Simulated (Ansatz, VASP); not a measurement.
One calculation of Lu, two programs

The input INCAR:

```
SYSTEM = Lu
PREC = Accurate
ENCUT = 520
EDIFF = 1E-6
ISMEAR = -1
SIGMA = 0.1
LREAL = .FALSE.
LASPH = .TRUE.
NELM = 60
ALGO = Normal
ISIF = 2
LWAVE = .FALSE.
LCHARG = .FALSE.
GGA = PE
NBANDS = 32
```

File KPOINTS:

```
regular mesh
0
G
  8 8 5
  0 0 0
```

Contents of POSCAR:

```
Lu
1.0
    3.5070808964      0.0000000000      0.0000000000
   -1.7535404482      3.0372211494      0.0000000000
    0.0000000000      0.0000000000      5.4772888711
Lu
2
Direct
    0.3333333333      0.6666666667      0.2500000000
    0.6666666667      0.3333333333      0.7500000000
```

Input for Ansatz:

```yaml
crystal:
  lattice:
    - [3.5070808964, 0.0, 0.0]
    - [-1.7535404482, 3.0372211494, 0.0]
    - [0.0, 0.0, 5.4772888711]
  atoms:
    - { symbol: Lu, position: [0.3333333333, 0.6666666667, 0.25] }
    - { symbol: Lu, position: [0.6666666667, 0.3333333333, 0.75] }
hamiltonian:
  xc: pbe
  pseudopotentials:
    kind: paw
    azcp:
      Lu: "pseudopotentials/Lu.paw.azcp"
basis:
  ecutwfc: 420
  fft_grid_basis: typed
kpoints:
  mp_grid: { grid: [8, 8, 5], shift: [0, 0, 0] }
magnetization:
  spin_polarized: false
scf:
  occupations: { method: fermi_dirac, width: 0.1 }
  lower_state_search: "off"
output:
  stress: true
```

Alike in both runs: task single point; functional PBE; k mesh 8 × 8 × 5; occupations fermi-dirac, width 0.1 eV; no spin polarisation.

|  | VASP | Ansatz |
| --- | --- | --- |
| version | VASP 6.6.1 | Ansatz 0.2.0 |
| potentials or method | VASP PAW PBE potentials, release 64 (Lu), cutoff 520 eV | plane waves (420 eV) with PAW, scalar-relativistic |
| valence electrons in the cell | 50 | 50 |

|  | VASP | Ansatz | Ansatz less VASP |
| --- | --- | --- | --- |
| pressure (GPa) | 0.4 | 0.1 | -0.34 |
| traceless stress, the component that is largest in VASP (GPa) | 0.09 | 0.09 | -0.003 |

Spin-orbit coupling is off throughout.
